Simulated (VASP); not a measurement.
Wanted: the native input for a VASP 6.6.1 run.

```
Task                   : single point
Functional             : PBEsol
Potentials or basis    : VASP PAW PBE potentials, release 64 (Ba_sv, Ti_sv, O)
Cutoff                 : 520 eV
k mesh                 : 7 × 7 × 7
Occupations            : fermi-dirac, width 0.03 eV
Spin                   : no spin polarisation
Dipole correction      : no
Further INCAR settings : ALGO = Normal; EDIFF = 1e-06; NBANDS = 28
```

The structure of BaTiO3 lies in POSCAR:

```
BaTiO3
1.0
    3.9598020000      0.0000000000      0.0000000000
    0.0000000000      3.9598020000      0.0000000000
    0.0000000000      0.0000000000      4.0180000000
Ba Ti O
1 1 3
Direct
    0.0000000000      0.0000000000      0.0000000000
    0.5000000000      0.5000000000      0.5000000000
    0.5000000000      0.5000000000      0.0000000000
    0.5000000000      0.0000000000      0.5000000000
    0.0000000000      0.5000000000      0.5000000000
```

This cell differs from its parent crystal: equal xx and yy strain of -1 %.

The input as run:

INCAR

```
SYSTEM = BaTiO3
ALGO     = Normal         ! electronic algorithm
EDIFF    = 1E-6           ! SCF threshold, eV
ENCUT    = 520            ! plane-wave cutoff, eV
GGA      = PS             ! functional
ISIF     = 2              ! what is computed and relaxed
ISMEAR   = -1             ! smearing method
LASPH    = .TRUE.         ! aspherical terms in the spheres
LCHARG   = .FALSE.        ! write CHGCAR
LREAL    = .FALSE.        ! projectors in reciprocal space
LWAVE    = .FALSE.        ! write WAVECAR
NBANDS   = 28             ! bands
NELM     = 100            ! most SCF steps
PREC     = Accurate       ! precision mode
SIGMA    = 0.03           ! smearing width, eV
```

KPOINTS

```
k-points
0
G
  7 7 7
  0 0 0
```

Potentials or basis: VASP PAW PBE potentials, release 64 (Ba_sv, Ti_sv, O).

Command:

```console
$ cat potpaw_PBE.64/Ba_sv/POTCAR potpaw_PBE.64/Ti_sv/POTCAR potpaw_PBE.64/O/POTCAR > POTCAR
$ mpirun -np 1 vasp_std > vasp.out
```

Results of the run:

```
Pressure               : 0.8 GPa
Band gap on the k mesh : 1.78 eV (least direct gap 1.84 eV)
```

Caveat: the cell differs from its parent crystal (equal xx and yy strain of -1 %); the PAW data sets were made with another functional, which shifts forces and pressure a little; spin-orbit coupling is left out, which moves the levels of the heavy elements; an odd mesh through Γ misses points on the zone boundary, where band edges can lie.

It took 110 s on 1 thread of AMD EPYC 7R13, with other jobs on the host, peak memory 0.19 GiB.
